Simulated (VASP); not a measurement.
Input of a VASP 6.6.1 run:

The input INCAR:

```
ALGO = Normal
EDIFF = 1E-6
ENCUT = 520
GGA = PS
ISIF = 2
ISMEAR = -1
LASPH = T
LCHARG = F
LREAL = F
LWAVE = F
NBANDS = 17
NELM = 80
PREC = Accurate
SIGMA = 0.05
```

The input KPOINTS:

```
k-points
0
Gamma
  8 8 4
```

POSCAR

```
Ca
1.0
    3.2128302059      0.0000000000      0.0000000000
   -1.6064151030      2.7823925764      0.0000000000
    0.0000000000      0.0000000000      5.3541696505
Ca
2
Direct
    0.6666666667      0.3333333333      0.7500000000
    0.3333333333      0.6666666667      0.2500000000
```

Potentials or basis: VASP PAW PBE potentials, release 64 (Ca_sv).

Command:

```bash
$ cat potpaw_PBE.64/Ca_sv/POTCAR > POTCAR
$ mpirun -np 1 vasp_std > vasp.out
```

Task: Estimate the pressure.

Result: 20.0 GPa.

Task: Estimate the band gap on the k mesh.

Result: Zero (bands 10 and 11 overlap by 0.37 eV).

Caveat: the cell stands under pressure; the PAW data sets were made with another functional, which shifts forces and pressure a little.
